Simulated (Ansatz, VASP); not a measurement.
# BP in VASP and in Ansatz

INCAR

```
SYSTEM = BP
PREC = Accurate
ENCUT = 520
EDIFF = 1E-6
ISMEAR = -1
SIGMA = 0.08
LREAL = .False.
LASPH = .True.
NELM = 80
ALGO = Normal
ISIF = 2
LWAVE = .False.
LCHARG = .True.
GGA = PE
LELF = .True.
LVHAR = .True.
NBANDS = 11
```

Contents of KPOINTS:

```
Automatic mesh
0
Gamma
  9 9 9
  0 0 0
```

Contents of POSCAR:

```
BP
1.0
    0.0000000000      2.2690000000      2.2690000000
    2.2690000000      0.0000000000      2.2690000000
    2.2690000000      2.2690000000      0.0000000000
B P
1 1
Direct
    0.0000000000      0.0000000000      0.0000000000
    0.7500000000      0.7500000000      0.7500000000
```

Input for Ansatz:

```yaml
crystal:
  lattice:
    - [0.0, 2.269, 2.269]
    - [2.269, 0.0, 2.269]
    - [2.269, 2.269, 0.0]
  atoms:
    - { symbol: B, position: [0.0, 0.0, 0.0] }
    - { symbol: P, position: [0.75, 0.75, 0.75] }
kpoints:
  mp_grid: { grid: [9, 9, 9] }
scf:
  occupations: { method: fermi_dirac, width: 0.08 }
hamiltonian:
  xc: pbe
  pseudopotentials: { kind: all_electron, lapw: { basis_error: 0.0005 } }
output:
  forces: true
  stress: true
  eigenvalues: true
```

Alike in both runs: task single point; functional PBE; k mesh 9 × 9 × 9; occupations fermi-dirac, width 0.08 eV; no spin polarisation.

|  | VASP | Ansatz |
| --- | --- | --- |
| version | VASP 6.6.1 | Ansatz 0.2.0 |
| potentials or method | VASP PAW PBE potentials, release 64 (B, P), cutoff 520 eV | all-electron LAPW, scalar-relativistic |

Ansatz gave:

```
pressure (GPa) : 1.1
```

**Question.** What did VASP give for the same quantities?

**Answer.** Pressure (GPa): 0.9.

Ansatz ran all-electron here, and VASP with PAW potentials.
